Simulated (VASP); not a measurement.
Write the native input for VASP 6.6.1 that does the following.

| Property | Result |
| --- | --- |
| Task | single point |
| Functional | r2SCAN |
| Potentials or basis | VASP PAW PBE potentials, release 64 (Ge_d) |
| Cutoff | 520 eV |
| k mesh | 6 × 6 × 4 |
| Occupations | fermi-dirac, width 0.02 eV |
| Spin | no spin polarisation |
| Dipole correction | no |
| Further INCAR settings | ALGO = Normal; EDIFF = 1e-07; NBANDS = 36 |

Crystal: Ge.

```
Ge
1.0
     3.99761    0.00000    0.00000
    -1.99881    3.46204    0.00000
     0.00000    0.00000    6.59282
Ge
4
Cartesian
  0.0000 2.3080 0.0024
  1.9988 1.1540 3.2988
  0.0000 2.3080 2.4699
  1.9988 1.1540 5.7663
```

This isn't the form of Ge at room conditions, which is diamond.

These files were run (other wordings do the same):

POSCAR

```
Ge
1.0
    3.9976142537      0.0000000000      0.0000000000
   -1.9988071268      3.4620354983      0.0000000000
    0.0000000000      0.0000000000      6.5928200248
Ge
4
Direct
    0.3333333333      0.6666666667      0.0003696474
    0.6666666667      0.3333333333      0.5003696474
    0.3333333333      0.6666666667      0.3746303526
    0.6666666667      0.3333333333      0.8746303526
```

INCAR.step1

```
  PREC = Accurate
  ENCUT = 520
  ISMEAR = -1
  SIGMA = 0.02
  LREAL = F
  LASPH = T
  NELM = 100
  NBANDS = 36
  GGA = PE
  ALGO = Normal
  EDIFF = 1E-4
  LWAVE = T
  LCHARG = F
```

INCAR.step2

```
  PREC = Accurate
  ENCUT = 520
  EDIFF = 1E-7
  ISMEAR = -1
  SIGMA = 0.02
  LREAL = F
  LASPH = T
  NELM = 100
  ALGO = Normal
  ISIF = 2
  LWAVE = F
  LCHARG = T
  METAGGA = R2SCAN
  LMIXTAU = T
  LELF = T
  LVHAR = T
  NBANDS = 36
  ISTART = 1
```

KPOINTS

```
regular mesh
0
Gamma
  6 6 4
```

Potentials or basis: VASP PAW PBE potentials, release 64 (Ge_d).

Command:

```bash
$ cat potpaw_PBE.64/Ge_d/POTCAR > POTCAR
$ cp INCAR.step1 INCAR
$ mpirun -np 1 vasp_std > vasp.out
$ cp INCAR.step2 INCAR
$ mpirun -np 1 vasp_std > vasp.out
```

It gave:

* Pressure: 0.1 GPa
* Band gap on the k mesh: 0.06 eV

Caveat: the PAW data sets were made with another functional, which shifts forces and pressure a little.

Wall time 2.4 min on 1 thread of Intel(R) Xeon(R) 6975P-C (Granite Rapids) (shared host), peak memory 0.23 GiB.
